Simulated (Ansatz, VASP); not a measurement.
## One calculation of HfN, two programs

```
CELL_PARAMETERS angstrom
3.21598 0.00000 0.00000
0.00000 3.21598 0.00000
0.00000 0.00000 20.54810
ATOMIC_POSITIONS crystal
Hf 0.25000 0.25000 0.39576
Hf 0.75000 0.75000 0.50000
Hf 0.25000 0.25000 0.60424
N 0.75000 0.75000 0.38486
N 0.25000 0.25000 0.50000
N 0.75000 0.75000 0.61514
```

Alike in both runs: functional PBE; k mesh 11 × 11 × 1; occupations fermi-dirac, width 0.08 eV; no spin polarisation.

Ansatz relaxed the structure, and its values are those at the end. VASP's run is a single point on that final structure, the one shown.

|  | VASP | Ansatz |
| --- | --- | --- |
| version | VASP 6.6.1 | Ansatz 0.2.0 |
| potentials or method | VASP PAW PBE potentials, release 64 (Hf_pv, N) | PAW with Ansatz's default frozen-core files, scalar-relativistic |
| plane-wave cutoff (eV) | 520 | 420 |
| valence electrons in the cell | 45 | 93 |

```tsv
	VASP	Ansatz	Ansatz less VASP
rms of the force components (eV/Å)	0.035	0.004	-0.0311
```

With one functional, cell and mesh, what is left measures potentials, basis and numerics. VASP's potentials hold 45 valence electrons a cell and Ansatz's 93, so a difference there can come from the potentials and not from the codes. Ansatz's warnings: stress scf threshold loose, vacuum density over bound.

Spin-orbit coupling is off throughout.
